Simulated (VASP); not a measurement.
# TePb (Pm-3m) in VASP: notebook

Aim: see how the results for TePb move with the level of theory and the settings. Levels: PBE, HF. Tasks: single point.

Program: VASP 6.6.1. These are calculated values, not measurements. Logs are shortened: lines on timing, memory, paths and dates and some standing lists are left out, and cuts for length are marked.

## 1. The cell of the first run

Symmetry: Pm-3m, No. 221, cubic system. Conventional cell: a = 4.002 Å, b = 4.002 Å, c = 4.002 Å, α = 90.00°, β = 90.00°, γ = 90.00°. Pb (site symmetry m-3m) has 8 Te at 3.47 Å and 6 Pb at 4.00 Å within 4.6 Å. Te (site symmetry m-3m) has 8 Pb at 3.47 Å and 6 Te at 4.00 Å within 4.6 Å.

## 2. Single point, PBE

File INCAR:

```
ALGO     = Normal         # electronic algorithm
EDIFF    = 1E-6           # SCF threshold, eV
ENCUT    = 500            # plane-wave cutoff, eV
GGA      = PE             # functional
GGA_COMPAT= F            
ISIF     = 2              # what is computed and relaxed
ISMEAR   = -1             # smearing method
LASPH    = T              # aspherical terms in the spheres
LCHARG   = T              # write CHGCAR
LELF     = T              # ELF
LREAL    = F              # projectors in reciprocal space
LVHAR    = T            
LWAVE    = F              # write WAVECAR
NBANDS   = 17             # bands
NELM     = 120            # most SCF steps
PREC     = Accurate       # precision mode
SIGMA    = 0.04           # smearing width, eV
```

File KPOINTS:

```
k-points
0
Gamma
  4 4 4
```

File POSCAR:

```
TePb
1.0
    4.0022870000      0.0000000000      0.0000000000
    0.0000000000      4.0022870000      0.0000000000
    0.0000000000      0.0000000000      4.0022870000
Pb Te
1 1
Direct
    0.0000000000      0.0000000000      0.0000000000
    0.5000000000      0.5000000000      0.5000000000
```

Potentials or basis: VASP PAW PBE potentials, release 64 (Pb_d, Te).

On the command line:

```bash
$ cat potpaw_PBE.64/Pb_d/POTCAR potpaw_PBE.64/Te/POTCAR > POTCAR
$ mpirun -np 1 vasp_std > vasp.out
```

OUTCAR:

```text
EDIFF = 1E-6
   ENCUT = 500
   GGA = PE
   ISIF = 2
   ISMEAR = -1
   LASPH = T
   LREAL = F
   NELM = 120
   PREC = Accurate

 ion  position               nearest neighbor table
   1  0.000  0.000  0.000-   2 3.47   2 3.47   2 3.47   2 3.47   2 3.47   2 3.47   2 3.47   2 3.47

   2  0.500  0.500  0.500-   1 3.47   1 3.47   1 3.47   1 3.47   1 3.47   1 3.47   1 3.47   1 3.47

  LATTYP: Found a simple cubic cell.
 ALAT       =     4.0022870000

  Lattice vectors:

 A1 = (   4.0022870000,   0.0000000000,   0.0000000000)
 A2 = (   0.0000000000,   4.0022870000,   0.0000000000)
 A3 = (   0.0000000000,   0.0000000000,   4.0022870000)

Analysis of symmetry for initial positions (statically):
=====================================================================
 Subroutine PRICEL returns:
 Original cell was already a primitive cell.

 Routine SETGRP: Setting up the symmetry group for a
 simple cubic supercell.

 Subroutine GETGRP returns: Found 48 space group operations
 (whereof 48 operations were pure point group operations)
 out of a pool of 48 trial point group operations.

The static configuration has the point symmetry O_h .

Analysis of symmetry for dynamics (positions and initial velocities):
=====================================================================
 Subroutine PRICEL returns:
 Original cell was already a primitive cell.

 Routine SETGRP: Setting up the symmetry group for a
 simple cubic supercell.

 Subroutine GETGRP returns: Found 48 space group operations
 (whereof 48 operations were pure point group operations)
 out of a pool of 48 trial point group operations.

The dynamic configuration has the point symmetry O_h .

 Subroutine INISYM returns: Found 48 space group operations
 (whereof 48 operations are pure point group operations),
 and found     1 'primitive' translations

----------------------------------------------------------------------------------------

                                     Primitive cell

  volume of cell :      64.1098

  direct lattice vectors                    reciprocal lattice vectors
     4.002287000  0.000000000  0.000000000     0.249857144  0.000000000  0.000000000
     0.000000000  4.002287000  0.000000000     0.000000000  0.249857144  0.000000000
     0.000000000  0.000000000  4.002287000     0.000000000  0.000000000  0.249857144

  length of vectors
     4.002287000  4.002287000  4.002287000     0.249857144  0.249857144  0.249857144

  position of ions in fractional coordinates (direct lattice)
     0.000000000  0.000000000  0.000000000
     0.500000000  0.500000000  0.500000000

  ion indices of the primitive-cell ions
   primitive index   ion index
                 1           1
                 2           2

----------------------------------------------------------------------------------------

 KPOINTS: k-points

Automatic generation of k-mesh.
 Grid dimensions read from file:
 generate k-points for:    4    4    4

 Generating k-lattice:

  Cartesian coordinates                     Fractional coordinates (reciprocal lattice)
     0.062464286  0.000000000  0.000000000     0.250000000  0.000000000  0.000000000
     0.000000000  0.062464286  0.000000000     0.000000000  0.250000000  0.000000000
     0.000000000  0.000000000  0.062464286     0.000000000  0.000000000  0.250000000

  Length of vectors
     0.062464286  0.062464286  0.062464286

  Shift w.r.t. Gamma in fractional coordinates (k-lattice)
     0.000000000  0.000000000  0.000000000

 Subroutine IBZKPT returns following result:
 ===========================================

 Found     10 irreducible k-points:

 Following reciprocal coordinates:
            Coordinates               Weight
  0.000000  0.000000  0.000000      1.000000
  0.250000  0.000000  0.000000      6.000000
  0.500000  0.000000  0.000000      3.000000
  0.250000  0.250000  0.000000     12.000000
  0.500000  0.250000  0.000000     12.000000
  0.500000  0.500000  0.000000      3.000000
  0.250000  0.250000  0.250000      8.000000
  0.500000  0.250000  0.250000     12.000000
  0.500000  0.500000  0.250000      6.000000
  0.500000  0.500000  0.500000      1.000000
   k-points           NKPTS =     10   k-points in BZ     NKDIM =     10   number of bands    NBANDS=     17
   number of dos      NEDOS =    301   number of ions     NIONS =      2
   total plane-waves  NPLWV =  27000
   dimension x,y,z NGX =    30 NGY =   30 NGZ =   30
   dimension x,y,z NGXF=    60 NGYF=   60 NGZF=   60
   ions per type =               1   1
   NGX,Y,Z   is equivalent  to a cutoff of  12.46, 12.46, 12.46 a.u.
   NGXF,Y,Z  is equivalent  to a cutoff of  24.92, 24.92, 24.92 a.u.
 SYSTEM =  unknown system
   PREC   = accura    normal or accurate (medium, high low for compatibility)
   ISTART =      0    job   : 0-new  1-cont  2-samecut
   ICHARG =      2    charge: 1-file 2-atom 10-const
   ISPIN  =      1    spin polarized calculation?
   LNONCOLLINEAR =      F non collinear calculations
   LSORBIT =      F    spin-orbit coupling
   LASPH  =      T    aspherical Exc in radial PAW
   ENCUT  =  500.0 eV  36.75 Ry    6.06 a.u.   7.30  7.30  7.30*2*pi/ulx,y,z
   NELM   =    120;   NELMIN=  2; NELMDL= -5     # of ELM steps
   EDIFF  = 0.1E-05   stopping-criterion for ELM
   LREAL  =      F    real-space projection
   EDIFFG = 0.1E-04   stopping-criterion for IOM
   NSW    =      0    number of steps for IOM
   IBRION =     -1    ionic relax: 0-MD 1-quasi-New 2-CG
   NFREE  =      0    steps in history (QN), initial steepest desc. (CG)
   ISIF   =      2    stress and relaxation
   ISYM   =      2    0-nonsym 1-usesym 2-fastsym
   POTIM  = 0.5000    time-step for ionic-motion
   TEBEG  =    0.0;   TEEND  =   0.0 temperature during run
   PSTRESS=    0.0 pullay stress
   NELECT =      20.0000    total number of electrons
   NUPDOWN=      -1.0000    fix difference up-down
   EMIN   =  10.00;   EMAX   =-10.00  energy-range for DOS
   EFERMI =   0.00;   METHOD = LEGACY
   ISMEAR =    -1;   SIGMA  =   0.04  broadening in eV -4-tet -1-fermi 0-gaus
   EFERMI_NEDOS =   21; number of points for ismear=-14 and -15
   IALGO  =     38    algorithm
   IMIX   =      4    mixing-type and parameters
     AMIX     =   0.40;   BMIX     =  1.00
     AMIX_MAG =   1.60;   BMIX_MAG =  1.00
  volume/ion in A,a.u.               =      32.05       216.32
  Fermi-wavevector in a.u.,A,eV,Ry     =   1.110307  2.098177 16.773027  1.232783
  Thomas-Fermi vector in A             =   2.246857
   LORBIT       =      0    0 simple, 1 ext, 2 COOP (PROOUT), +10 PAW based schemes
   GGA     = PE    functional components
   LHFCALC =     F    Hartree Fock is set to
   AEXX    =    0.0000 exact exchange contribution
   IVDW    =     0    specifies the selected vdW correction
   LEPSILON=     F    determine dielectric tensor
   LRPA    =     F    only Hartree local field effects (RPA)
 non-spin polarized calculation
  energy-cutoff  :      500.00
  volume of cell :       64.11
 maximum number of plane-waves:      1647
 NGX is ok and might be reduce to    30
   NGX = 15   NGY = 15   NGZ = 15

 number of electron      20.0000009 magnetization

 Free energy of the ion-electron system (eV)
  ---------------------------------------------------
  ext. energy  EPLUGINS =         0.00000000
  ---------------------------------------------------
  free energy    TOTEN  =        -6.94557485 eV

  energy without entropy =       -6.92786976  energy(sigma->0) =       -6.93672231

 E-fermi :   6.5013     XC(G=0):  -9.6749

 val. band max:        6.4542340109   @ k =   0.5000   0.2500   0.0000
 cond. band min:       6.5569187555   @ k =   0.5000   0.2500   0.2500
 fundamental gap:      0.1026847446
 Fermi energy:         6.5012780702

 k-point     1 :       0.0000    0.0000    0.0000
  band No.  band energies     occupation
      1     -10.8107      2.00000
      2     -10.8107      2.00000
      3     -10.7264      2.00000
      4     -10.7264      2.00000
      5     -10.7264      2.00000
      6      -5.7466      2.00000
[... 9 lines left out ...]
     16      16.3585      0.00000
     17      17.4231      0.00000

 k-point     2 :       0.2500    0.0000    0.0000
  band No.  band energies     occupation
      1     -10.8090      2.00000
      2     -10.7763      2.00000
      3     -10.7390      2.00000
      4     -10.7390      2.00000
      5     -10.7255      2.00000
      6      -5.2601      2.00000
[... 9 lines left out ...]
     16      15.1007      0.00000
     17      16.8544      0.00000

 k-point     3 :       0.5000    0.0000    0.0000
  band No.  band energies     occupation
      1     -10.8072      2.00000
      2     -10.7515      2.00000
      3     -10.7515      2.00000
      4     -10.7421      2.00000
      5     -10.7246      2.00000
      6      -4.3818      2.00000
[... 9 lines left out ...]
     16      17.8521      0.00000
     17      18.3368      0.00000

 k-point     4 :       0.2500    0.2500    0.0000
  band No.  band energies     occupation
      1     -10.7915      2.00000
      2     -10.7569      2.00000
      3     -10.7567      2.00000
      4     -10.7381      2.00000
      5     -10.7363      2.00000
      6      -4.8035      2.00000
[... 9 lines left out ...]
     16      14.3327      0.00000
     17      14.9284      0.00000

 k-point     5 :       0.5000    0.2500    0.0000
  band No.  band energies     occupation
      1     -10.7856      2.00000
      2     -10.7741      2.00000
      3     -10.7489      2.00000
      4     -10.7354      2.00000
      5     -10.7258      2.00000
      6      -4.0545      2.00000
[... 9 lines left out ...]
     16      15.2195      0.00000
     17      15.7369      0.00000

 k-point     6 :       0.5000    0.5000    0.0000
  band No.  band energies     occupation
      1     -10.7963      2.00000
      2     -10.7731      2.00000
      3     -10.7462      2.00000
      4     -10.7462      2.00000
      5     -10.7003      2.00000
      6      -3.6502      2.00000
[... 9 lines left out ...]
     16      14.0387      0.00000
     17      14.0387      0.00000

 k-point     7 :       0.2500    0.2500    0.2500
  band No.  band energies     occupation
      1     -10.7572      2.00000
      2     -10.7559      2.00000
      3     -10.7559      2.00000
      4     -10.7503      2.00000
      5     -10.7503      2.00000
      6      -4.3946      2.00000
[... 9 lines left out ...]
     16      14.7676      0.00000
     17      16.9387      0.00000

 k-point     8 :       0.5000    0.2500    0.2500
  band No.  band energies     occupation
      1     -10.7717      2.00000
      2     -10.7652      2.00000
      3     -10.7540      2.00000
      4     -10.7492      2.00000
      5     -10.7194      2.00000
      6      -3.7887      2.00000
[... 9 lines left out ...]
     16      15.0990      0.00000
     17      17.2803      0.00000

 k-point     9 :       0.5000    0.5000    0.2500
  band No.  band energies     occupation
      1     -10.7877      2.00000
      2     -10.7628      2.00000
      3     -10.7628      2.00000
      4     -10.7360      2.00000
      5     -10.6996      2.00000
      6      -3.4725      2.00000
[... 9 lines left out ...]
     16      17.0754      0.00000
     17      17.3598      0.00000

 k-point    10 :       0.5000    0.5000    0.5000
  band No.  band energies     occupation
      1     -10.7792      2.00000
      2     -10.7792      2.00000
      3     -10.7792      2.00000
      4     -10.6989      2.00000
      5     -10.6989      2.00000
      6      -3.2701      2.00000
[... 9 lines left out ...]
     16      19.9739      0.00000
     17      21.2478      0.00000

------------------------ aborting loop because EDIFF is reached ----------------------------------------

  FORCE on cell =-STRESS in cart. coord.  units (eV):
  Direction    XX          YY          ZZ          XY          YZ          ZX
  --------------------------------------------------------------------------------------
  -------------------------------------------------------------------------------------
  Total        0.2078473      0.2078473      0.2078473      0.0000000      0.0000000      0.0000000
  in kB        5.1943401      5.1943401      5.1943401      0.0000000      0.0000000      0.0000000
  external PRESSURE =       5.1943401 kB  Pullay stress =       0.0000000 kB

 VOLUME and BASIS-vectors are now :
 -----------------------------------------------------------------------------
  energy-cutoff  :      500.00
  volume of cell :       64.11
      direct lattice vectors                 reciprocal lattice vectors
     4.002287000  0.000000000  0.000000000     0.249857144  0.000000000  0.000000000
     0.000000000  4.002287000  0.000000000     0.000000000  0.249857144  0.000000000
     0.000000000  0.000000000  4.002287000     0.000000000  0.000000000  0.249857144

 POSITION                                       TOTAL-FORCE (eV/Angst)
 -----------------------------------------------------------------------------------
      0.00000      0.00000      0.00000         0.000000      0.000000      0.000000
      2.00114      2.00114      2.00114         0.000000      0.000000      0.000000
 -----------------------------------------------------------------------------------
    total drift:                                0.000000     -0.000000     -0.000000

  FREE ENERGIE OF THE ION-ELECTRON SYSTEM (eV)
  ---------------------------------------------------
  free  energy   TOTEN  =        -6.9455748515 eV

  energy  without entropy=       -6.9278697601  energy(sigma->0) =       -6.93672231
```

Wall time 14 s (1 thread of Intel Xeon 6455B, shared host); peak memory 0.17 GiB.

What came out:

```
Free energy            : -6.9456 eV
Pressure               : 0.5 GPa
Band gap on the k mesh : zero (band 10 reaches 6.65 eV, above the bottom of band 11 at 5.34 eV)
```

Caveat: the k points lie up to 0.39 Å⁻¹ apart; spin-orbit coupling is left out, which moves the levels of the heavy elements.

## 3. Single point, HF

POSCAR is that of step 2.

File INCAR.step1:

```
SYSTEM = TePb
  ALGO = Normal
  EDIFF = 1E-5
  ENCUT = 520
  GGA = PE
  ISIF = 2
  ISMEAR = -1
  LASPH = .True.
  LCHARG = .False.
  LREAL = .False.
  LWAVE = .True.
  NBANDS = 17
  NELM = 60
  PREC = Accurate
  SIGMA = 0.05
```

File INCAR.step2:

```
SYSTEM = TePb
  AEXX = 1.0
  AGGAC = 0.0
  ALDAC = 0.0
  ALGO = Normal
  EDIFF = 1E-7
  ENCUT = 520
  GGA = PE
  ISIF = 2
  ISMEAR = -1
  ISTART = 1
  LASPH = .True.
  LCHARG = .False.
  LHFCALC = .True.
  LREAL = .False.
  LWAVE = .False.
  NBANDS = 17
  NELM = 60
  PREC = Accurate
  PRECFOCK = Normal
  SIGMA = 0.05
```

File KPOINTS:

```
k-points
0
Gamma
  4 4 4
  0 0 0
```

Potentials or basis: VASP PAW PBE potentials, release 64 (Pb_d, Te).

On the command line:

```bash
$ cat potpaw_PBE.64/Pb_d/POTCAR potpaw_PBE.64/Te/POTCAR > POTCAR
$ cp INCAR.step1 INCAR
$ mpirun -np 1 vasp_std > vasp.out
$ cp INCAR.step2 INCAR
$ mpirun -np 1 vasp_std > vasp.out
```

Wall time 15 min (1 thread of Intel Xeon Platinum 8488C (Sapphire Rapids), shared host); peak memory 0.18 GiB.

It converged, with:

```yaml
Free_energy: -16.5720 eV
Pressure: 3.2 GPa
Band_gap_on_the_k_mesh: zero (band 10 reaches 7.32 eV, above the bottom of band 11 at 5.76 eV)
```

Levels at points of the mesh, in eV from the Fermi level:
| k point | band 7 | band 8 | band 9 | band 10 | band 11 | band 12 | band 13 | band 14 |
| --- | --- | --- | --- | --- | --- | --- | --- | --- |
| (0.00, 0.00, 0.00) | -9.94 | -4.14 | -4.14 | -4.14 | 7.99 | 7.99 | 10.05 | 10.05 |
| (0.50, 0.00, 0.00) | -13.94 | -2.43 | -2.26 | -2.26 | 3.02 | 5.97 | 5.97 | 9.79 |
| (0.50, 0.50, 0.00) | -11.81 | -7.99 | -7.99 | 0.78 | 7.88 | 8.10 | 8.10 | 9.44 |
| (0.50, 0.50, 0.50) | -10.67 | -5.41 | -5.41 | -5.41 | -0.78 | -0.78 | -0.78 | 14.69 |

Caveat: the k points lie up to 0.39 Å⁻¹ apart; the PAW data sets were made with another functional, which shifts forces and pressure a little; spin-orbit coupling is left out, which moves the levels of the heavy elements.

## 4. Single point, HF

This run uses another cell than the first one, of 32.70 Å³/atom, 1.020 times its volume.

File POSCAR:

```
TePb
1.0
    4.0287929844      0.0000000000      0.0000000000
    0.0000000000      4.0287929844      0.0000000000
    0.0000000000      0.0000000000      4.0287929844
Pb Te
1 1
Direct
    0.0000000000      0.0000000000      0.0000000000
    0.5000000000      0.5000000000      0.5000000000
```

File INCAR.step1:

```
ALGO = Normal
EDIFF = 1E-5
ENCUT = 520
GGA = PE
ISIF = 2
ISMEAR = -1
LASPH = True
LCHARG = False
LREAL = False
LWAVE = True
NBANDS = 17
NELM = 80
PREC = Accurate
SIGMA = 0.05
```

File INCAR.step2:

```
AEXX = 1.0
AGGAC = 0.0
ALDAC = 0.0
ALGO = Normal
EDIFF = 1E-6
ENCUT = 520
GGA = PE
ISIF = 2
ISMEAR = -1
ISTART = 1
LASPH = True
LCHARG = False
LHFCALC = True
LREAL = False
LWAVE = False
NBANDS = 17
NELM = 80
PREC = Accurate
PRECFOCK = Normal
SIGMA = 0.05
```

File KPOINTS:

```
k-points
0
Gamma
  4 4 4
```

On the command line:

```bash
$ cat potpaw_PBE.64/Pb_d/POTCAR potpaw_PBE.64/Te/POTCAR > POTCAR
$ cp INCAR.step1 INCAR
$ mpirun -np 1 vasp_std > vasp.out
$ cp INCAR.step2 INCAR
$ mpirun -np 1 vasp_std > vasp.out
```

Wall time 12 min (1 thread of Intel Xeon Platinum 8488C (Sapphire Rapids), shared host); peak memory 0.18 GiB.

The run converged. Its results:

* Free energy: -16.5942 eV
* Pressure: 2.2 GPa
* Band gap on the k mesh: zero (band 10 reaches 7.08 eV, above the bottom of band 11 at 5.61 eV)

Levels at points of the mesh, in eV from the Fermi level:
| k point | band 6 | band 7 | band 8 | band 9 | band 10 | band 11 | band 12 | band 13 | band 14 | band 15 |
| --- | --- | --- | --- | --- | --- | --- | --- | --- | --- | --- |
| (0.00, 0.00, 0.00) | -18.29 | -10.05 | -4.11 | -4.11 | -4.11 | 7.98 | 7.98 | 9.86 | 9.86 | 9.86 |
| (0.50, 0.00, 0.00) | -16.37 | -13.86 | -2.53 | -2.28 | -2.28 | 2.97 | 5.92 | 5.92 | 9.78 | 11.46 |
| (0.50, 0.50, 0.00) | -15.31 | -11.82 | -7.87 | -7.87 | 0.73 | 7.76 | 7.97 | 7.97 | 9.38 | 11.39 |
| (0.50, 0.50, 0.50) | -14.71 | -10.74 | -5.35 | -5.35 | -5.35 | -0.73 | -0.73 | -0.73 | 14.62 | 19.87 |

Caveat: the k points lie up to 0.39 Å⁻¹ apart; the PAW data sets were made with another functional, which shifts forces and pressure a little; spin-orbit coupling is left out, which moves the levels of the heavy elements.

[end of part 1 of 2]
